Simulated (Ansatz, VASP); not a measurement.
## Zr: VASP beside Ansatz

The input INCAR:

```
PREC = Accurate
ENCUT = 520
EDIFF = 1E-6
ISMEAR = 0
SIGMA = 0.15
LREAL = F
LASPH = T
NELM = 80
ALGO = Normal
ISIF = 2
LWAVE = F
LCHARG = T
GGA = PS
LELF = T
LVHAR = T
NBANDS = 12
```

Contents of KPOINTS:

```
Automatic mesh
0
Gamma
  18 18 18
```

Contents of POSCAR:

```
Zr
1.0
    0.0000000000      2.0746000000      2.2550000000
    2.0746000000      0.0000000000      2.2550000000
    2.0746000000      2.0746000000      0.0000000000
Zr
1
Direct
    0.0000000000      0.0000000000      0.0000000000
```

Input for Ansatz:

```yaml
crystal:
  lattice:
    - [0.0, 2.0746, 2.255]
    - [2.0746, 0.0, 2.255]
    - [2.0746, 2.0746, 0.0]
  atoms:
    - { symbol: Zr, position: [0.0, 0.0, 0.0] }
basis:
  ecutwfc: 420
kpoints:
  mp_grid: { grid: [18, 18, 18] }
hamiltonian:
  xc: pbesol
scf:
  occupations: { method: gaussian, width: 0.15 }
output:
  forces: true
  stress: true
  eigenvalues: true
```

Change from the starting cell: strain -0.080 along x and y, +0.000 along z, atoms carried along.

Alike in both runs: task single point; functional PBEsol; k mesh 18 × 18 × 18; occupations gaussian, width 0.15 eV; no spin polarisation.

```csv
,VASP,Ansatz
version,VASP 6.6.1,Ansatz 0.2.0
potentials or method,"VASP PAW PBE potentials, release 64 (Zr_sv), cutoff 520 eV","scalar-relativistic, plane waves, PAW"
valence electrons in the cell,12,12
```

VASP gave:

| Property | Result |
| --- | --- |
| gap on the k mesh at the Fermi level (eV) | none |
| pressure (GPa) | 16.1 |
| traceless stress, the component that is largest in VASP (GPa) | -1.19 |

Task: Estimate Ansatz's values.

Result: gap on the k mesh at the Fermi level (eV): none; pressure (GPa): 16.0; traceless stress, the component that is largest in VASP (GPa): -1.17.

VASP's potentials were made for PBE, not for PBEsol. A gap of «none» marks a metal or a gap that the smearing closes.
